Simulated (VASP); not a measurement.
# WSe2 in VASP: further runs, part 2 of 2

VASP 6.6.1. Earlier steps stand in the parts before.

## Step 3: Relaxation of cell and atoms, PBE+D3(BJ)

This run uses another cell than the first one.

File INCAR:

```
  PREC = Accurate
  ENCUT = 600
  EDIFF = 1E-7
  ISMEAR = 0
  SIGMA = 0.03
  LREAL = False
  LASPH = True
  NELM = 80
  ALGO = Normal
  ISIF = 3
  LWAVE = False
  LCHARG = False
  GGA = PE
  IVDW = 12
  IBRION = 2
  NSW = 90
  EDIFFG = -0.005
  LATTICE_CONSTRAINTS = .TRUE. .TRUE. .FALSE.
  KPAR = 8
```

File KPOINTS:

```
regular mesh
0
Gamma
  12 12 1
```

File POSCAR:

```
WSe2                                    
1.0
    3.2827114328     -0.0000000000      0.0000000000
   -1.6413557164      2.8429114957      0.0000000000
    0.0000000000      0.0000000000     40.8012600000
  Se              W             
     8     4
Direct
     0.3333333300000021    0.6666666699999979    0.2234885271641524
     0.3333333300000021    0.6666666699999979    0.3061742926863502
     0.6666666699999979    0.3333333300000021    0.3801736008893685
     0.6666666699999979    0.3333333300000021    0.4628049602903188
     0.3333333300000021    0.6666666699999979    0.5371950397096809
     0.3333333300000021    0.6666666699999979    0.6198263991106314
     0.6666666699999979    0.3333333300000021    0.6938257073136495
     0.6666666699999979    0.3333333300000021    0.7765114728358478
     0.6666666699999979    0.3333333300000021    0.2648400963400822
     0.3333333300000021    0.6666666699999979    0.4214882142355205
     0.6666666699999979    0.3333333300000021    0.5785117857644794
     0.3333333300000021    0.6666666699999979    0.7351599036599180
```

Potentials or basis: VASP PAW PBE potentials, release 64 (Se, W_sv).

Run with:

```console
$ cat potpaw_PBE.64/Se/POTCAR potpaw_PBE.64/W_sv/POTCAR > POTCAR
$ mpirun -np 8 vasp_std > vasp.out
```

OUTCAR:

```text
PREC = Accurate
   ENCUT = 600
   EDIFF = 1E-7
   ISMEAR = 0
   LREAL = False
   LASPH = True
   NELM = 80
   ISIF = 3
   GGA = PE
   IVDW = 12
   IBRION = 2
   NSW = 90
   EDIFFG = -0.005
 IVDW          = 12

 ion  position               nearest neighbor table
   1  0.333  0.667  0.223-   9 2.54   9 2.54   9 2.54
   2  0.333  0.667  0.306-   9 2.54   9 2.54   9 2.54
   3  0.667  0.333  0.380-  10 2.54  10 2.54  10 2.54
   4  0.667  0.333  0.463-  10 2.54  10 2.54  10 2.54
   5  0.333  0.667  0.537-  11 2.54  11 2.54  11 2.54
   6  0.333  0.667  0.620-  11 2.54  11 2.54  11 2.54
   7  0.667  0.333  0.694-  12 2.54  12 2.54  12 2.54
   8  0.667  0.333  0.777-  12 2.54  12 2.54  12 2.54
   9  0.667  0.333  0.265-   2 2.54   2 2.54   2 2.54   1 2.54   1 2.54   1 2.54
  10  0.333  0.667  0.421-   3 2.54   3 2.54   3 2.54   4 2.54   4 2.54   4 2.54
  11  0.667  0.333  0.579-   6 2.54   6 2.54   6 2.54   5 2.54   5 2.54   5 2.54
  12  0.333  0.667  0.735-   7 2.54   7 2.54   7 2.54   8 2.54   8 2.54   8 2.54

  LATTYP: Found a hexagonal cell.
 ALAT       =     3.2827114328
 C/A-ratio  =    12.4291339142

  Lattice vectors:

 A1 = (   3.2827114328,   0.0000000000,   0.0000000000)
 A2 = (  -1.6413557164,   2.8429114957,   0.0000000000)
 A3 = (   0.0000000000,   0.0000000000,  40.8012600000)

Analysis of symmetry for initial positions (statically):
=====================================================================
 Subroutine PRICEL returns:
 Original cell was already a primitive cell.

 Routine SETGRP: Setting up the symmetry group for a
 hexagonal supercell.

 Subroutine GETGRP returns: Found 12 space group operations
 (whereof 12 operations were pure point group operations)
 out of a pool of 24 trial point group operations.

The static configuration has the point symmetry D_3d.

[... 219 lines left out ...]
  ---------------------------------------------------
  free  energy   TOTEN  =       -91.5077647285 eV

  energy  without entropy=      -91.5077647285  energy(sigma->0) =      -91.50776473

--------------------------------------- Ionic step        2  -------------------------------------------

 number of electron     104.0000001 magnetization

 Free energy of the ion-electron system (eV)
  ---------------------------------------------------
  ext. energy  EPLUGINS =         0.00000000
  ---------------------------------------------------
  free energy    TOTEN  =       -86.24382963 eV

  energy without entropy =      -86.24382963  energy(sigma->0) =      -86.24382963

 E-fermi :   2.4565     XC(G=0):  -7.0956

 val. band max:        2.2559032487   @ k =   0.0000   0.0000   0.0000
 cond. band min:       3.2716674661   @ k =   0.1667   0.1667   0.0000
 fundamental gap:      1.0157642175
 Fermi energy:         2.4564682294

 k-point     1 :       0.0000    0.0000    0.0000
  band No.  band energies     occupation
      1     -72.0505      2.00000
      2     -72.0505      2.00000
      3     -72.0472      2.00000
      4     -72.0472      2.00000
      5     -36.2974      2.00000
      6     -36.2974      2.00000
[... 1224 lines left out ...]
     61       5.3632      0.00000
     62       5.3654      0.00000

------------------------ aborting loop because EDIFF is reached ----------------------------------------

 Edisp (eV)   -5.26394

 E8    (eV) :    -2.3833

  FORCE on cell =-STRESS in cart. coord.  units (eV):
  Direction    XX          YY          ZZ          XY          YZ          ZX
  --------------------------------------------------------------------------------------
  -------------------------------------------------------------------------------------
  Total      -0.00547    -0.00547     0.02813     0.00000     0.00000     0.00000
  in kB      -0.02303    -0.02303     0.11834     0.00000     0.00000     0.00000
  external pressure =        0.02 kB  Pullay stress =        0.00 kB

 VOLUME and BASIS-vectors are now :
 -----------------------------------------------------------------------------
  energy-cutoff  :      600.00
  volume of cell :      380.78
      direct lattice vectors                 reciprocal lattice vectors
     3.282735305  0.000000000  0.000000000     0.304624012  0.175874755  0.000000000
    -1.641367653  2.842932170  0.000000000     0.000000000  0.351749511  0.000000000
     0.000000000  0.000000000 40.801260000     0.000000000  0.000000000  0.024509047

 POSITION                                       TOTAL-FORCE (eV/Angst)
 -----------------------------------------------------------------------------------
     -0.00000      1.89529      9.11835        -0.000000      0.000000     -0.002943
     -0.00000      1.89529     12.49232         0.000000      0.000000     -0.002116
      1.64137      0.94764     15.51181         0.000000      0.000000      0.004189
      1.64137      0.94764     18.88318         0.000000     -0.000000      0.003516
     -0.00000      1.89529     21.91808        -0.000000      0.000000     -0.003516
     -0.00000      1.89529     25.28945        -0.000000      0.000000     -0.004189
      1.64137      0.94764     28.30894        -0.000000      0.000000      0.002116
      1.64137      0.94764     31.68291         0.000000      0.000000      0.002943
      1.64137      0.94764     10.80568        -0.000000      0.000000     -0.002219
     -0.00000      1.89529     17.19745         0.000000     -0.000000      0.003892
      1.64137      0.94764     23.60381        -0.000000      0.000000     -0.003892
     -0.00000      1.89529     29.99558         0.000000     -0.000000      0.002219
 -----------------------------------------------------------------------------------
    total drift:                               -0.000000      0.000000     -0.000000

  FREE ENERGIE OF THE ION-ELECTRON SYSTEM (eV)
  ---------------------------------------------------
  free  energy   TOTEN  =       -91.5077721023 eV

  energy  without entropy=      -91.5077721023  energy(sigma->0) =      -91.50777210

 reached required accuracy - stopping structural energy minimisation
```

Wall time 2.7 min (8 MPI ranks of AMD EPYC 9R45 (Zen 5), shared host); peak memory 0.87 GiB.

Results:

```
Free energy                  : -91.5078 eV
Energy gained by relaxing    : 0.0 meV/atom
Ionic steps                  : 2
Largest force after relaxing : 0.004 eV/Å
Band gap on the k mesh       : 1.02 eV (least direct gap 1.58 eV)
Dispersion energy per atom   : -0.439 eV
```

Forces on the atoms (eV/Å):
```
Se   0.000  0.000 -0.003
Se   0.000  0.000 -0.002
Se   0.000  0.000  0.004
Se   0.000  0.000  0.004
Se   0.000  0.000 -0.004
Se   0.000  0.000 -0.004
Se   0.000  0.000  0.002
Se   0.000  0.000  0.003
W    0.000  0.000 -0.002
W    0.000  0.000  0.004
W    0.000  0.000 -0.004
W    0.000  0.000  0.002
```

Final structure:
```
Se W
1.0
     3.28274    0.00000    0.00000
    -1.64137    2.84293    0.00000
     0.00000    0.00000   40.80126
Se W
8 4
Cartesian
  0.0000 1.8953 9.1183
  0.0000 1.8953 12.4923
  1.6414 0.9476 15.5118
  1.6414 0.9476 18.8832
  0.0000 1.8953 21.9181
  0.0000 1.8953 25.2895
  1.6414 0.9476 28.3089
  1.6414 0.9476 31.6829
  1.6414 0.9476 10.8057
  0.0000 1.8953 17.1974
  1.6414 0.9476 23.6038
  0.0000 1.8953 29.9956
```

Caveat: spin-orbit coupling is left out, which moves the levels of the heavy elements.
